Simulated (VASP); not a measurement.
# ReHg3Ru (Pm-3m) in VASP: further runs

ReHg3Ru is run at these levels: PBE; tasks: single point.

Everything below comes from runs of VASP 6.6.1. Logs are shortened: lines on timing, memory, paths and dates and some standing lists are left out, and cuts for length are marked.

**1. The cell of the first run**

It takes space group Pm-3m (No. 221, cubic). The conventional cell has a = 4.484 Å, b = 4.484 Å, c = 4.484 Å, α = 90.00°, β = 90.00°, γ = 90.00°. Re (site symmetry m-3m) has 12 Hg at 3.17 Å and 8 Ru at 3.88 Å within 4.2 Å. Hg (site symmetry 4/mmm) has 2 Ru at 2.24 Å within 3.0 Å. Ru (site symmetry m-3m) has 6 Hg at 2.24 Å within 3.0 Å.

**2. Single point, PBE**

Contents of INCAR:

```
SYSTEM = ReHg3Ru
  PREC = Accurate
  ENCUT = 600
  EDIFF = 1E-6
  ISMEAR = 0
  SIGMA = 0.1
  LREAL = .FALSE.
  LASPH = .TRUE.
  NELM = 120
  ALGO = Normal
  ISIF = 2
  LWAVE = .FALSE.
  LCHARG = .FALSE.
  GGA = PE
  NBANDS = 36
  GGA_COMPAT = .FALSE.
```

Contents of KPOINTS:

```
regular mesh
0
G
  4 4 4
  0 0 0
```

Contents of POSCAR:

```
ReHg3Ru
1.0
    4.4840019300      0.0000000000      0.0000000000
    0.0000000000      4.4840019300      0.0000000000
    0.0000000000      0.0000000000      4.4840019300
Re Hg Ru
1 3 1
Direct
    0.5000000000      0.5000000000      0.5000000000
    0.5000000000      0.0000000000      0.0000000000
    0.0000000000      0.5000000000      0.0000000000
    0.0000000000      0.0000000000      0.5000000000
    0.0000000000      0.0000000000      0.0000000000
```

Potentials or basis: VASP PAW PBE potentials, release 64 (Re, Hg, Ru_pv).

The run is started by

```bash
$ cat potpaw_PBE.64/Re/POTCAR potpaw_PBE.64/Hg/POTCAR potpaw_PBE.64/Ru_pv/POTCAR > POTCAR
$ mpirun -np 1 vasp_std > vasp.out
```

OUTCAR:

```text
SYSTEM = ReHg3Ru
   PREC = Accurate
   ENCUT = 600
   EDIFF = 1E-6
   ISMEAR = 0
   LREAL = .FALSE.
   LASPH = .TRUE.
   NELM = 120
   ISIF = 2
   GGA = PE

 ion  position               nearest neighbor table
   1  0.500  0.500  0.500-   2 3.17   3 3.17   4 3.17   2 3.17   3 3.17   2 3.17   4 3.17   2 3.17
                             3 3.17   4 3.17   3 3.17   4 3.17
   2  0.500  0.000  0.000-   5 2.24   5 2.24   4 3.17   1 3.17   1 3.17   4 3.17   1 3.17   3 3.17
                             1 3.17   3 3.17   4 3.17   3 3.17   4 3.17   3 3.17
   3  0.000  0.500  0.000-   5 2.24   5 2.24   4 3.17   1 3.17   1 3.17   4 3.17   2 3.17   4 3.17
                             2 3.17   4 3.17   1 3.17   2 3.17   1 3.17   2 3.17
   4  0.000  0.000  0.500-   5 2.24   5 2.24   3 3.17   1 3.17   2 3.17   3 3.17   2 3.17   1 3.17
                             3 3.17   3 3.17   1 3.17   2 3.17   2 3.17   1 3.17
   5  0.000  0.000  0.000-   2 2.24   3 2.24   4 2.24   4 2.24   3 2.24   2 2.24

  LATTYP: Found a simple cubic cell.
 ALAT       =     4.4840019300

  Lattice vectors:

 A1 = (   4.4840019300,   0.0000000000,   0.0000000000)
 A2 = (   0.0000000000,   4.4840019300,   0.0000000000)
 A3 = (   0.0000000000,   0.0000000000,   4.4840019300)

Analysis of symmetry for initial positions (statically):
=====================================================================
 Subroutine PRICEL returns:
 Original cell was already a primitive cell.

 Routine SETGRP: Setting up the symmetry group for a
 simple cubic supercell.

 Subroutine GETGRP returns: Found 48 space group operations
 (whereof 48 operations were pure point group operations)
 out of a pool of 48 trial point group operations.

The static configuration has the point symmetry O_h .

Analysis of symmetry for dynamics (positions and initial velocities):
=====================================================================
 Subroutine PRICEL returns:
 Original cell was already a primitive cell.

 Routine SETGRP: Setting up the symmetry group for a
 simple cubic supercell.

 Subroutine GETGRP returns: Found 48 space group operations
 (whereof 48 operations were pure point group operations)
 out of a pool of 48 trial point group operations.

The dynamic configuration has the point symmetry O_h .

 Subroutine INISYM returns: Found 48 space group operations
 (whereof 48 operations are pure point group operations),
 and found     1 'primitive' translations

----------------------------------------------------------------------------------------

                                     Primitive cell

  volume of cell :      90.1566

  direct lattice vectors                    reciprocal lattice vectors
     4.484001930  0.000000000  0.000000000     0.223015069  0.000000000  0.000000000
     0.000000000  4.484001930  0.000000000     0.000000000  0.223015069  0.000000000
     0.000000000  0.000000000  4.484001930     0.000000000  0.000000000  0.223015069

  length of vectors
     4.484001930  4.484001930  4.484001930     0.223015069  0.223015069  0.223015069

  position of ions in fractional coordinates (direct lattice)
     0.500000000  0.500000000  0.500000000
     0.500000000  0.000000000  0.000000000
     0.000000000  0.500000000  0.000000000
     0.000000000  0.000000000  0.500000000
     0.000000000  0.000000000  0.000000000

  ion indices of the primitive-cell ions
   primitive index   ion index
                 1           1
                 2           2
                 3           3
                 4           4
                 5           5

----------------------------------------------------------------------------------------

 KPOINTS: regular mesh

Automatic generation of k-mesh.
 Grid dimensions read from file:
 generate k-points for:    4    4    4

 Generating k-lattice:

  Cartesian coordinates                     Fractional coordinates (reciprocal lattice)
     0.055753767  0.000000000  0.000000000     0.250000000  0.000000000  0.000000000
     0.000000000  0.055753767  0.000000000     0.000000000  0.250000000  0.000000000
     0.000000000  0.000000000  0.055753767     0.000000000  0.000000000  0.250000000

  Length of vectors
     0.055753767  0.055753767  0.055753767

  Shift w.r.t. Gamma in fractional coordinates (k-lattice)
     0.000000000  0.000000000  0.000000000

 Subroutine IBZKPT returns following result:
 ===========================================

 Found     10 irreducible k-points:

 Following reciprocal coordinates:
            Coordinates               Weight
  0.000000  0.000000  0.000000      1.000000
  0.250000  0.000000  0.000000      6.000000
  0.500000  0.000000  0.000000      3.000000
  0.250000  0.250000  0.000000     12.000000
  0.500000  0.250000  0.000000     12.000000
  0.500000  0.500000  0.000000      3.000000
  0.250000  0.250000  0.250000      8.000000
  0.500000  0.250000  0.250000     12.000000
  0.500000  0.500000  0.250000      6.000000
  0.500000  0.500000  0.500000      1.000000
   k-points           NKPTS =     10   k-points in BZ     NKDIM =     10   number of bands    NBANDS=     36
   number of dos      NEDOS =    301   number of ions     NIONS =      5
   total plane-waves  NPLWV =  46656
   dimension x,y,z NGX =    36 NGY =   36 NGZ =   36
   dimension x,y,z NGXF=    72 NGYF=   72 NGZF=   72
   ions per type =               1   3   1
   NGX,Y,Z   is equivalent  to a cutoff of  13.35, 13.35, 13.35 a.u.
   NGXF,Y,Z  is equivalent  to a cutoff of  26.69, 26.69, 26.69 a.u.
 SYSTEM =  ReHg3Ru
   PREC   = accura    normal or accurate (medium, high low for compatibility)
   ISTART =      0    job   : 0-new  1-cont  2-samecut
   ICHARG =      2    charge: 1-file 2-atom 10-const
   ISPIN  =      1    spin polarized calculation?
   LNONCOLLINEAR =      F non collinear calculations
   LSORBIT =      F    spin-orbit coupling
   LASPH  =      T    aspherical Exc in radial PAW
   ENCUT  =  600.0 eV  44.10 Ry    6.64 a.u.   8.96  8.96  8.96*2*pi/ulx,y,z
   NELM   =    120;   NELMIN=  2; NELMDL= -5     # of ELM steps
   EDIFF  = 0.1E-05   stopping-criterion for ELM
   LREAL  =      F    real-space projection
   EDIFFG = 0.1E-04   stopping-criterion for IOM
   NSW    =      0    number of steps for IOM
   IBRION =     -1    ionic relax: 0-MD 1-quasi-New 2-CG
   NFREE  =      0    steps in history (QN), initial steepest desc. (CG)
   ISIF   =      2    stress and relaxation
   ISYM   =      2    0-nonsym 1-usesym 2-fastsym
   POTIM  = 0.5000    time-step for ionic-motion
   TEBEG  =    0.0;   TEEND  =   0.0 temperature during run
   PSTRESS=    0.0 pullay stress
   NELECT =      57.0000    total number of electrons
   NUPDOWN=      -1.0000    fix difference up-down
   EMIN   =  10.00;   EMAX   =-10.00  energy-range for DOS
   EFERMI =   0.00;   METHOD = LEGACY
   ISMEAR =     0;   SIGMA  =   0.10  broadening in eV -4-tet -1-fermi 0-gaus
   EFERMI_NEDOS =   21; number of points for ismear=-14 and -15
   IALGO  =     38    algorithm
   IMIX   =      4    mixing-type and parameters
     AMIX     =   0.40;   BMIX     =  1.00
     AMIX_MAG =   1.60;   BMIX_MAG =  1.00
  volume/ion in A,a.u.               =      18.03       121.68
  Fermi-wavevector in a.u.,A,eV,Ry     =   1.405079  2.655214 26.861251  1.974246
  Thomas-Fermi vector in A             =   2.527576
   LORBIT       =      0    0 simple, 1 ext, 2 COOP (PROOUT), +10 PAW based schemes
   GGA     = PE    functional components
   LHFCALC =     F    Hartree Fock is set to
   AEXX    =    0.0000 exact exchange contribution
   IVDW    =     0    specifies the selected vdW correction
   LEPSILON=     F    determine dielectric tensor
   LRPA    =     F    only Hartree local field effects (RPA)
 non-spin polarized calculation
 Gauss-broadening in eV      SIGMA  =   0.10
  energy-cutoff  :      600.00
  volume of cell :       90.16
 maximum number of plane-waves:      3031
 NGX is ok and might be reduce to    36
   NGX = 17   NGY = 17   NGZ = 17

 number of electron      56.9999986 magnetization

 Free energy of the ion-electron system (eV)
  ---------------------------------------------------
  ext. energy  EPLUGINS =         0.00000000
  ---------------------------------------------------
  free energy    TOTEN  =        -6.27779886 eV

  energy without entropy =       -6.20115395  energy(sigma->0) =       -6.23947641

 E-fermi :   5.7608     XC(G=0): -12.2515

 val. band max:        5.7594890964   @ k =   0.5000   0.2500   0.2500
 cond. band min:       5.7667284926   @ k =   0.5000   0.2500   0.0000
 fundamental gap:      0.0072393963
 Fermi energy:         5.7607801774

 k-point     1 :       0.0000    0.0000    0.0000
  band No.  band energies     occupation
      1     -36.6663      2.00000
      2     -36.6663      2.00000
      3     -36.6663      2.00000
      4      -4.5020      2.00000
      5      -4.2283      2.00000
      6      -4.2283      2.00000
[... 28 lines left out ...]
     35      12.0925      0.00000
     36      12.0925      0.00000

 k-point     2 :       0.2500    0.0000    0.0000
  band No.  band energies     occupation
      1     -36.7166      2.00000
      2     -36.6676      2.00000
      3     -36.6676      2.00000
      4      -4.2935      2.00000
      5      -4.2131      2.00000
      6      -3.9785      2.00000
[... 28 lines left out ...]
     35      11.9916      0.00000
     36      12.3108      0.00000

 k-point     3 :       0.5000    0.0000    0.0000
  band No.  band energies     occupation
      1     -36.7665      2.00000
      2     -36.6689      2.00000
      3     -36.6689      2.00000
      4      -4.1984      2.00000
      5      -4.1894      2.00000
      6      -3.9268      2.00000
[... 28 lines left out ...]
     35      10.1744      0.00000
     36      12.3892      0.00000

 k-point     4 :       0.2500    0.2500    0.0000
  band No.  band energies     occupation
      1     -36.7179      2.00000
      2     -36.7179      2.00000
      3     -36.6689      2.00000
      4      -4.2048      2.00000
      5      -3.6330      2.00000
      6      -3.5711      2.00000
[... 28 lines left out ...]
     35      11.5595      0.00000
     36      12.9250      0.00000

 k-point     5 :       0.5000    0.2500    0.0000
  band No.  band energies     occupation
      1     -36.7678      2.00000
      2     -36.7192      2.00000
      3     -36.6702      2.00000
      4      -4.1646      2.00000
      5      -3.5565      2.00000
      6      -3.2701      2.00000
[... 28 lines left out ...]
     35      11.2510      0.00000
     36      11.4732      0.00000

 k-point     6 :       0.5000    0.5000    0.0000
  band No.  band energies     occupation
      1     -36.7691      2.00000
      2     -36.7691      2.00000
      3     -36.6715      2.00000
      4      -4.1369      2.00000
      5      -2.8732      2.00000
      6      -2.8732      2.00000
[... 28 lines left out ...]
     35      11.0743      0.00000
     36      13.0302      0.00000

 k-point     7 :       0.2500    0.2500    0.2500
  band No.  band energies     occupation
      1     -36.7192      2.00000
      2     -36.7192      2.00000
      3     -36.7192      2.00000
      4      -3.5556      2.00000
      5      -3.3661      2.00000
      6      -3.3661      2.00000
[... 28 lines left out ...]
     35       9.5938      0.00000
     36      13.7049      0.00000

 k-point     8 :       0.5000    0.2500    0.2500
  band No.  band energies     occupation
      1     -36.7691      2.00000
      2     -36.7205      2.00000
      3     -36.7204      2.00000
      4      -3.4364      2.00000
      5      -3.3035      2.00000
      6      -3.0323      2.00000
[... 28 lines left out ...]
     35      10.7983      0.00000
     36      11.5504      0.00000

 k-point     9 :       0.5000    0.5000    0.2500
  band No.  band energies     occupation
      1     -36.7704      2.00000
      2     -36.7704      2.00000
      3     -36.7218      2.00000
      4      -3.2903      2.00000
      5      -2.9180      2.00000
      6      -2.9180      2.00000
[... 28 lines left out ...]
     35       8.9224      0.00000
     36       9.6043      0.00000

 k-point    10 :       0.5000    0.5000    0.5000
  band No.  band energies     occupation
      1     -36.7717      2.00000
      2     -36.7717      2.00000
      3     -36.7717      2.00000
      4      -2.9398      2.00000
      5      -2.9398      2.00000
      6      -2.9398      2.00000
[... 28 lines left out ...]
     35       7.3998      0.00000
     36       7.3998      0.00000

------------------------ aborting loop because EDIFF is reached ----------------------------------------

  FORCE on cell =-STRESS in cart. coord.  units (eV):
  Direction    XX          YY          ZZ          XY          YZ          ZX
  --------------------------------------------------------------------------------------
  -------------------------------------------------------------------------------------
  Total       34.7417564     34.7417564     34.7417564      0.0000000      0.0000000     -0.0000000
  in kB      617.3976625    617.3976625    617.3976625      0.0000000      0.0000000     -0.0000000
  external PRESSURE =     617.3976625 kB  Pullay stress =       0.0000000 kB

 VOLUME and BASIS-vectors are now :
 -----------------------------------------------------------------------------
  energy-cutoff  :      600.00
  volume of cell :       90.16
      direct lattice vectors                 reciprocal lattice vectors
     4.484001930  0.000000000  0.000000000     0.223015069  0.000000000  0.000000000
     0.000000000  4.484001930  0.000000000     0.000000000  0.223015069  0.000000000
     0.000000000  0.000000000  4.484001930     0.000000000  0.000000000  0.223015069

 POSITION                                       TOTAL-FORCE (eV/Angst)
 -----------------------------------------------------------------------------------
      2.24200      2.24200      2.24200         0.000000      0.000000      0.000000
      2.24200      0.00000      0.00000         0.000000      0.000000      0.000000
      0.00000      2.24200      0.00000         0.000000      0.000000      0.000000
      0.00000      0.00000      2.24200         0.000000      0.000000      0.000000
      0.00000      0.00000      0.00000         0.000000      0.000000      0.000000
 -----------------------------------------------------------------------------------
    total drift:                                0.000000      0.000000     -0.000000

  FREE ENERGIE OF THE ION-ELECTRON SYSTEM (eV)
  ---------------------------------------------------
  free  energy   TOTEN  =        -6.2777988638 eV

  energy  without entropy=       -6.2011539526  energy(sigma->0) =       -6.23947641
```

Run time: 90 s. Hardware: 1 thread of Intel Xeon 8259CL, shared host; peak memory 0.22 GiB.

Results:

```
Free energy : -6.2778 eV
Pressure    : 61.7 GPa
```

Caveat: spin-orbit coupling is left out, which moves the levels of the heavy elements.

**3. Single point, PBE**

This run uses another cell than the first one, of 25.56 Å³/atom, 1.417 times its volume.

Contents of INCAR:

```
SYSTEM = ReHg3Ru
PREC = Accurate
ENCUT = 600
EDIFF = 1E-6
ISMEAR = 0
SIGMA = 0.1
LREAL = .FALSE.
LASPH = .TRUE.
NELM = 120
ALGO = Normal
ISIF = 2
LWAVE = .FALSE.
LCHARG = .TRUE.
GGA = PE
LELF = .TRUE.
LVHAR = .TRUE.
NBANDS = 36
GGA_COMPAT = .FALSE.
```

Contents of KPOINTS:

```
Automatic mesh
0
G
  4 4 4
  0 0 0
```

Edit POSCAR of step 2 so:

```diff
@@ -2,5 +2,5 @@
 1.0
-    4.4840019300      0.0000000000      0.0000000000
-    0.0000000000      4.4840019300      0.0000000000
-    0.0000000000      0.0000000000      4.4840019300
+    5.0368504094      0.0000000000      0.0000000000
+    0.0000000000      5.0368504094      0.0000000000
+    0.0000000000      0.0000000000      5.0368504094
 Re Hg Ru
```

Potentials or basis: VASP PAW PBE potentials, release 64 (Re, Hg, Ru_pv).

The run is started by

```bash
$ cat potpaw_PBE.64/Re/POTCAR potpaw_PBE.64/Hg/POTCAR potpaw_PBE.64/Ru_pv/POTCAR > POTCAR
$ mpirun -np 1 vasp_std > vasp.out
```

Wall time 2.1 min (1 thread of Intel Xeon 8259CL, shared host); peak memory 0.28 GiB.

The run converged. Its results:

```yaml
Free_energy: -11.4580 eV
Pressure: 1.0 GPa
```

Levels at points of the mesh, in eV from the Fermi level:
```csv
k point,band 25,band 26,band 27,band 28,band 29,band 30,band 31,band 32,band 33,band 34
"(0.00, 0.00, 0.00)",0.09,0.09,0.17,0.17,0.17,0.32,0.32,0.32,1.40,4.03
"(0.50, 0.00, 0.00)",-0.64,-0.64,-0.60,-0.21,-0.01,0.09,1.13,2.87,2.87,3.87
"(0.50, 0.50, 0.00)",-0.96,-0.96,-0.45,-0.04,-0.04,-0.03,0.05,0.46,3.71,3.71
"(0.50, 0.50, 0.50)",-2.07,-1.71,-1.71,0.09,0.09,0.10,0.72,0.72,0.72,1.35
```

Caveat: spin-orbit coupling is left out, which moves the levels of the heavy elements.

**4. Single point, PBE, collinear spin, ferromagnetic start**

This run uses another cell than the first one, of 25.56 Å³/atom, 1.417 times its volume.

Contents of INCAR:

```
ALGO = Normal
EDIFF = 1E-6
ENCUT = 600
GGA = PE
GGA_COMPAT = F
ISIF = 2
ISMEAR = 0
ISPIN = 2
LASPH = T
LCHARG = T
LELF = T
LMAXMIX = 4
LORBIT = 11
LREAL = F
LVHAR = T
LWAVE = F
MAGMOM = 1 0 0 0 1
NBANDS = 40
NELM = 200
PREC = Accurate
SIGMA = 0.1
```

Contents of KPOINTS:

```
k-points
0
Gamma
  4 4 4
```

POSCAR is that of step 3.

The run is started by

```bash
$ cat potpaw_PBE.64/Re/POTCAR potpaw_PBE.64/Hg/POTCAR potpaw_PBE.64/Ru_pv/POTCAR > POTCAR
$ mpirun -np 1 vasp_std > vasp.out
```

Run time: 4.8 min. Hardware: 1 thread of Intel Xeon 8259CL, shared host; peak memory 0.35 GiB.

The run converged. Its results:

- Free energy: -13.2044 eV
- Pressure: 5.4 GPa
- Net moment: 5.47 μB per cell
- Site moments: Re +3.97; Hg -0.00; Ru +0.96 μB
- Valence electrons inside the program's atomic spheres: Re 5.09; Hg 10.57; Ru 12.78

Levels at points of the mesh, in eV from the Fermi level:
Spin up:
| k point | band 27 | band 28 | band 29 | band 30 | band 31 | band 32 | band 33 | band 34 | band 35 | band 36 |
| --- | --- | --- | --- | --- | --- | --- | --- | --- | --- | --- |
| (0.00, 0.00, 0.00) | -0.43 | -0.43 | -0.43 | -0.03 | -0.03 | -0.03 | 0.24 | 3.65 | 3.65 | 5.63 |
| (0.50, 0.00, 0.00) | -1.75 | -1.14 | -1.14 | -0.45 | 0.09 | 2.44 | 2.44 | 3.19 | 3.19 | 3.63 |
| (0.50, 0.50, 0.00) | -1.84 | -1.78 | -1.20 | -1.17 | -0.98 | -0.98 | 3.19 | 3.19 | 3.65 | 4.86 |
| (0.50, 0.50, 0.50) | -1.99 | -1.82 | -1.82 | -1.20 | -0.77 | -0.77 | -0.77 | 0.70 | 0.70 | 0.70 |
Spin down:
```csv
k point,band 23,band 24,band 25,band 26,band 27,band 28,band 29,band 30
"(0.00, 0.00, 0.00)",0.12,0.12,0.36,0.36,0.36,0.92,0.92,0.92
"(0.50, 0.00, 0.00)",-0.43,-0.43,-0.16,-0.16,0.24,0.36,0.66,0.86
"(0.50, 0.50, 0.00)",-1.67,-1.57,-0.65,-0.65,0.04,0.66,0.66,1.04
"(0.50, 0.50, 0.50)",-2.12,-2.12,-2.12,-1.71,-1.71,0.78,1.19,1.19
```

Caveat: spin-orbit coupling is left out, which moves the levels of the heavy elements.

**5. Overview**

| spin | cell | gap on the mesh (eV) | pressure (GPa) |
| --- | --- | --- | --- |
| off | a = 4.484 Å, 5 atoms | none | 61.7 |
| off | a = 5.037 Å, 5 atoms | none | 1.0 |
| collinear, ferromagnetic start | a = 5.037 Å, 5 atoms | none | 5.4 |

Alike in all rows: task single point; level PBE; potentials or basis VASP PAW PBE potentials, release 64 (Re, Hg, Ru_pv); k mesh 4 × 4 × 4; cutoff (eV) 600; smearing gaussian 0.1 eV.

Caveats: spin-orbit coupling is left out, which moves the levels of the heavy elements.

Total energies depend on the potentials used, so only differences within one code and one set of settings carry meaning.
